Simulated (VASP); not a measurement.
Here is a VASP 6.6.1 calculation.

Contents of INCAR:

```
PREC = Accurate ; ENCUT = 600
EDIFF = 1E-6 ; ISMEAR = 0
SIGMA = 0.01 ; LREAL = False
LASPH = True ; NELM = 200
ALGO = Normal ; ISIF = 2
LWAVE = False ; LCHARG = False
LDAU = True ; LDAUTYPE = 2
LDAUL = 2 -1 ; LDAUU = 2 0
LDAUJ = 0 0 ; LDAUPRINT = 1
GGA = PE ; NBANDS = 35
GGA_COMPAT = False
```

KPOINTS

```
Automatic mesh
0
Gamma
  6 6 8
```

The input POSCAR:

```
ZnF2
1.0
    4.7048000000      0.0000000000      0.0000000000
    0.0000000000      4.7048000000      0.0000000000
    0.0000000000      0.0000000000      3.1338000000
Zn F
2 4
Direct
    0.0000000000      0.0000000000      0.0000000000
    0.5000000000      0.5000000000      0.5000000000
    0.3024000000      0.3024000000      0.0000000000
    0.1976000000      0.8024000000      0.5000000000
    0.6976000000      0.6976000000      0.0000000000
    0.8024000000      0.1976000000      0.5000000000
```

Potentials or basis: VASP PAW PBE potentials, release 64 (Zn, F).

Launch:

```console
$ cat potpaw_PBE.64/Zn/POTCAR potpaw_PBE.64/F/POTCAR > POTCAR
$ mpirun -np 1 vasp_std > vasp.out
```

Question: Estimate the band gap on the k mesh.

Answer: 3.96 eV.

Question: What does it give for the largest force?

Answer: 0.031 eV/Å.

Question: Predict the pressure.

Answer: 4.1 GPa.

Forces on the atoms (eV/Å):
```
Zn   0.000  0.000  0.000
Zn   0.000  0.000  0.000
F    0.022  0.022  0.000
F   -0.022  0.022  0.000
F   -0.022 -0.022  0.000
F    0.022 -0.022  0.000
```

Caveat: the cell stands under pressure. A k mesh can miss the band edges.
